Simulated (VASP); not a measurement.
Runs of VASP 6.6.1 on Ta2N. The structure is that of space group P-3m1 (No. 164), or close to it. The cells are those of the table. 

```tsv
cell	gap on the mesh (eV)	pressure (GPa)	largest force (eV/Å)
a = 3.078, b = 3.078, c = 4.655 Å, angles 90.0, 90.0, 120.0°, 3 atoms	none	12.6	-
a = 3.078, b = 3.078, c = 4.908 Å, angles 90.0, 90.0, 120.0°, 3 atoms	none	-4.5	0.08
a = 3.078, b = 3.078, c = 4.486 Å, angles 90.0, 90.0, 120.0°, 3 atoms	none	(b)	0.06
a = 3.078, b = 3.078, c = 4.740 Å, angles 90.0, 90.0, 120.0°, 3 atoms	none	6.3	0.03
a = 3.078, b = 3.078, c = 4.571 Å, angles 90.0, 90.0, 120.0°, 3 atoms	none	(a)	0.02
```

Alike in all rows: task single point; level PBEsol; potentials or basis VASP PAW PBE potentials, release 64 (Ta_pv, N); no spin polarisation; k mesh 15 × 15 × 8; cutoff (eV) 520; smearing gaussian 0.15 eV.

Question: Estimate the missing entries.

Answer: (a) 19.5; (b) 27.2.

Caveats: the PAW data sets were made with another functional, which shifts forces and pressure a little; spin-orbit coupling is left out, which moves the levels of the heavy elements; the cell stands under pressure (at least some runs); the cell stands under tension (at least some runs).

A k mesh can miss the band edges, and the runs leave out spin-orbit coupling on Ta.

A gap of «none» marks levels without a gap at the run's occupations.
